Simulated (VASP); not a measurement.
Here is a VASP 6.6.1 calculation.

INCAR

```
SYSTEM = Li5Os3
ALGO     = Normal         ! electronic algorithm
EDIFF    = 1E-6           ! SCF threshold, eV
ENCUT    = 750            ! plane-wave cutoff, eV
GGA_COMPAT= .FALSE.      
ISIF     = 2              ! what is computed and relaxed
ISMEAR   = -1             ! smearing method
LASPH    = .TRUE.         ! aspherical terms in the spheres
LCHARG   = .FALSE.        ! write CHGCAR
LREAL    = .FALSE.        ! projectors in reciprocal space
LWAVE    = .FALSE.        ! write WAVECAR
NBANDS   = 30             ! bands
NELM     = 120            ! most SCF steps
PREC     = Accurate       ! precision mode
SIGMA    = 0.1            ! smearing width, eV
```

Contents of KPOINTS:

```
k-points
0
G
  6 6 6
  0 0 0
```

POSCAR

```
Li5Os3
1.0
   -2.6222116398      3.0526285947      3.0526285947
    2.6222116398     -3.1649070940      3.1649070940
    2.6222116398      3.1649070940     -3.1649070940
Li Os
5 3
Direct
    0.0000000000      0.0000000000      0.0000000000
    0.0000000000      0.5000000000      0.5000000000
    0.5000000000      0.0000000000      0.0000000000
    0.5000000000      0.5000000000      0.0000000000
    0.5000000000      0.5000000000      0.5000000000
    0.0000000000      0.0000000000      0.5000000000
    0.0000000000      0.5000000000      0.0000000000
    0.5000000000      0.0000000000      0.5000000000
```

Potentials or basis: VASP PAW LDA potentials, release 64 (Li_sv, Os).

The run is started by

```console
$ cat potpaw_LDA.64/Li_sv/POTCAR potpaw_LDA.64/Os/POTCAR > POTCAR
$ mpirun -np 1 vasp_std > vasp.out
```

Question: What does it give for the band gap on the k mesh?

Answer: Zero (an odd number of electrons rules out a gap without spin polarisation).

Question: Estimate the pressure.

Answer: -0.1 GPa.

Stress tensor (GPa, compression positive):
```
 0.08  0.00  0.00
 0.00 -0.18  0.10
 0.00  0.10 -0.18
```

Caveat: spin-orbit coupling is left out, which moves the levels of the heavy elements.
